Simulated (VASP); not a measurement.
# AgPt3 (Pm-3m) in VASP: further runs, part 2 of 2

VASP 6.6.1. Earlier steps stand in the parts before.

### 4 Electric field gradients, LDA (volume scaled by 1.02)

Input file INCAR:

```
SYSTEM = AgPt3
  PREC = Accurate
  ENCUT = 520
  EDIFF = 1E-8
  ISMEAR = -1
  SIGMA = 0.08
  LREAL = .False.
  LASPH = .True.
  NELM = 80
  ALGO = Normal
  ISIF = 2
  LWAVE = .False.
  LCHARG = .False.
  GGA = CA
  LEFG = .True.
  NBANDS = 28
```

Input file KPOINTS:

```
Automatic mesh
0
Gamma
  9 9 9
  0 0 0
```

Input file POSCAR:

```
AgPt3
1.0
    3.9258285673      0.0000000000      0.0000000000
    0.0000000000      3.9258285673      0.0000000000
    0.0000000000      0.0000000000      3.9258285673
Ag Pt
1 3
Direct
    0.0000000000      0.0000000000      0.0000000000
    0.0000000000      0.5000000000      0.5000000000
    0.5000000000      0.0000000000      0.5000000000
    0.5000000000      0.5000000000      0.0000000000
```

Potentials or basis: VASP PAW LDA potentials, release 64 (Ag, Pt).

Started as:

```
> cat potpaw_LDA.64/Ag/POTCAR potpaw_LDA.64/Pt/POTCAR > POTCAR
> mpirun -np 1 vasp_std > vasp.out
```

OUTCAR:

```text
SYSTEM = AgPt3
   PREC = Accurate
   ENCUT = 520
   EDIFF = 1E-8
   ISMEAR = -1
   LREAL = .False.
   LASPH = .True.
   NELM = 80
   ISIF = 2
   GGA = CA

 ion  position               nearest neighbor table
   1  0.000  0.000  0.000-   2 2.78   3 2.78   4 2.78   2 2.78   3 2.78   2 2.78   4 2.78   2 2.78
                             3 2.78   4 2.78   3 2.78   4 2.78
   2  0.000  0.500  0.500-   1 2.78   3 2.78   4 2.78   1 2.78   4 2.78   1 2.78   3 2.78   1 2.78
                             3 2.78   4 2.78   4 2.78   3 2.78
   3  0.500  0.000  0.500-   1 2.78   2 2.78   4 2.78   1 2.78   4 2.78   2 2.78   4 2.78   4 2.78
                             1 2.78   2 2.78   1 2.78   2 2.78
   4  0.500  0.500  0.000-   1 2.78   2 2.78   3 2.78   2 2.78   3 2.78   1 2.78   3 2.78   3 2.78
                             1 2.78   2 2.78   2 2.78   1 2.78

  LATTYP: Found a simple cubic cell.
 ALAT       =     3.9258285673

  Lattice vectors:

 A1 = (   3.9258285673,   0.0000000000,   0.0000000000)
 A2 = (   0.0000000000,   3.9258285673,   0.0000000000)
 A3 = (   0.0000000000,   0.0000000000,   3.9258285673)

Analysis of symmetry for initial positions (statically):
=====================================================================
 Subroutine PRICEL returns:
 Original cell was already a primitive cell.

 Routine SETGRP: Setting up the symmetry group for a
 simple cubic supercell.

 Subroutine GETGRP returns: Found 48 space group operations
 (whereof 48 operations were pure point group operations)
 out of a pool of 48 trial point group operations.

The static configuration has the point symmetry O_h .

Analysis of symmetry for dynamics (positions and initial velocities):
=====================================================================
[... 911 lines left out ...]
     28      22.3615      0.00000

 [... further k-points ...]
[... 5 lines left out ...]
  --------------------------------------------------------------------------------------
  -------------------------------------------------------------------------------------
  Total       -0.8598875     -0.8598875     -0.8598875      0.0000000     -0.0000000      0.0000000
  in kB      -22.7697477    -22.7697477    -22.7697477      0.0000000     -0.0000000      0.0000000
  external PRESSURE =     -22.7697477 kB  Pullay stress =       0.0000000 kB

 VOLUME and BASIS-vectors are now :
 -----------------------------------------------------------------------------
  energy-cutoff  :      520.00
  volume of cell :       60.51
      direct lattice vectors                 reciprocal lattice vectors
     3.925828567  0.000000000  0.000000000     0.254723298  0.000000000  0.000000000
     0.000000000  3.925828567  0.000000000     0.000000000  0.254723298  0.000000000
     0.000000000  0.000000000  3.925828567     0.000000000  0.000000000  0.254723298

 POSITION                                       TOTAL-FORCE (eV/Angst)
 -----------------------------------------------------------------------------------
      0.00000      0.00000      0.00000         0.000000      0.000000      0.000000
      0.00000      1.96291      1.96291         0.000000      0.000000      0.000000
      1.96291      0.00000      1.96291         0.000000      0.000000      0.000000
      1.96291      1.96291      0.00000         0.000000      0.000000      0.000000
 -----------------------------------------------------------------------------------
    total drift:                                0.000000      0.000000     -0.000000

  FREE ENERGIE OF THE ION-ELECTRON SYSTEM (eV)
  ---------------------------------------------------
  free  energy   TOTEN  =       -26.2510400662 eV

  energy  without entropy=      -26.1791501789  energy(sigma->0) =      -26.21509512

 Electric field gradients (V/A^2)
---------------------------------------------------------------------
 ion       V_xx      V_yy      V_zz      V_xy      V_xz      V_yz
---------------------------------------------------------------------
   1      -0.000     0.000     0.000     0.000     0.000    -0.000
   2     -13.606     6.803     6.803     0.000     0.000    -0.000
   3       6.803   -13.606     6.803    -0.000     0.000    -0.000
   4       6.803     6.803   -13.606    -0.000     0.000     0.000
---------------------------------------------------------------------

 Electric field gradients after diagonalization (V/A^2)
 (convention: |V_zz| > |V_xx| > |V_yy|)
----------------------------------------------------------------------
 ion       V_xx      V_yy      V_zz     asymmetry (V_yy - V_xx)/ V_zz
----------------------------------------------------------------------
   1       0.000    -0.000     0.000      -0.914
   2       6.803     6.803   -13.606       0.000
   3       6.803     6.803   -13.606       0.000
   4       6.803     6.803   -13.606       0.000
----------------------------------------------------------------------

           NMR quadrupolar parameters

 Cq : quadrupolar parameter    Cq=e*Q*V_zz/h
 eta: asymmetry parameters     (V_yy - V_xx)/ V_zz
 Q  : nuclear electric quadrupole moment in mb (millibarn)
----------------------------------------------------------------------
 ion       Cq(MHz)       eta       Q (mb)
----------------------------------------------------------------------
   1       0.000      -0.914       1.000
   2      -0.033       0.000       1.000
   3      -0.033       0.000       1.000
   4      -0.033       0.000       1.000
----------------------------------------------------------------------
```

OSZICAR:

```text
N       E                     dE             d eps       ncg     rms          rms(c)
DAV:   1     0.259620047911E+03    0.25962E+03   -0.20680E+04  1960   0.141E+03
DAV:   2    -0.197141620331E+02   -0.27933E+03   -0.26850E+03  2164   0.324E+02
DAV:   3    -0.277918758182E+02   -0.80777E+01   -0.79555E+01  2216   0.559E+01
DAV:   4    -0.278498725262E+02   -0.57997E-01   -0.57976E-01  2088   0.485E+00
DAV:   5    -0.278504430150E+02   -0.57049E-03   -0.57048E-03  2132   0.525E-01    0.231E+01
DAV:   6    -0.264000342108E+02    0.14504E+01   -0.31744E+00  2052   0.161E+01    0.125E+01
DAV:   7    -0.262815541012E+02    0.11848E+00   -0.50366E-01  2080   0.653E+00    0.455E+00
DAV:   8    -0.262566368687E+02    0.24917E-01   -0.97352E-02  2052   0.510E+00    0.201E+00
DAV:   9    -0.262511804642E+02    0.54564E-02   -0.18581E-02  2056   0.161E+00    0.175E-01
DAV:  10    -0.262510376415E+02    0.14282E-03   -0.80599E-04  2052   0.376E-01    0.762E-02
DAV:  11    -0.262510405418E+02   -0.29003E-05   -0.11564E-04  2060   0.123E-01    0.139E-02
DAV:  12    -0.262510402890E+02    0.25280E-06   -0.98074E-06  2108   0.257E-02    0.692E-03
DAV:  13    -0.262510400675E+02    0.22144E-06   -0.10880E-06  2096   0.879E-03    0.547E-04
DAV:  14    -0.262510400662E+02    0.13206E-08   -0.12015E-08  1204   0.847E-04
   1 F= -.26251040E+02 E0= -.26215095E+02  d E =-.718899E-01
```

stdout:

```text
POSCAR found type information on POSCAR AgPt
 POSCAR found :  2 types and       4 ions
 scaLAPACK will be used
 LDA part: xc-table for (Slater(with rela. corr.)+CA(PZ))
 , standard interpolation
 POSCAR, INCAR and KPOINTS ok, starting setup
 FFT: planning ... GRIDC
 FFT: planning ... GRID_SOFT
 FFT: planning ... GRID
 WAVECAR not read
 entering main loop
ion   1

ion   2

ion   3

ion   4
```

Wall time 40 s (1 thread of Intel Xeon Platinum 8124M at 3.00GHz (Skylake/Cascade Lake), shared host); peak memory 0.18 GiB.

Results:

```yaml
Free_energy: -26.2510 eV
Pressure: -2.3 GPa
```

Levels at points of the mesh, in eV from the Fermi level:
| k point | band 17 | band 18 | band 19 | band 20 | band 21 | band 22 | band 23 | band 24 |
| --- | --- | --- | --- | --- | --- | --- | --- | --- |
| (0.00, 0.00, 0.00) | -0.41 | 0.32 | 0.74 | 0.74 | 0.74 | 1.98 | 1.98 | 1.98 |

Electric field gradients, principal values (V/Å²):
```csv
atom,least,middle,greatest (by size)
1 Ag,0.000,0.000,0.000
2 Pt,6.803,6.803,-13.606
3 Pt,6.803,6.803,-13.606
4 Pt,6.803,6.803,-13.606
```

Caveat: without QUAD_EFG the Cq values of the log hold for a quadrupole moment of 1 mb, not for the nuclei; spin-orbit coupling is left out, which moves the levels of the heavy elements.

### 5 Summary

```csv
cell,gap on the mesh (eV),pressure (GPa)
"a = 3.847 Å, 4 atoms",none,15.5
"a = 3.887 Å, 4 atoms",none,5.8
"a = 3.926 Å, 4 atoms",none,-2.3
```

Alike in all rows: task electric field gradients; level LDA; potentials or basis VASP PAW LDA potentials, release 64 (Ag, Pt); no spin polarisation; k mesh 9 × 9 × 9; cutoff (eV) 520; smearing fermi-dirac 0.08 eV.

Caveats: spin-orbit coupling is left out, which moves the levels of the heavy elements.

Total energies depend on the potentials used, so only differences within one code and one set of settings carry meaning.
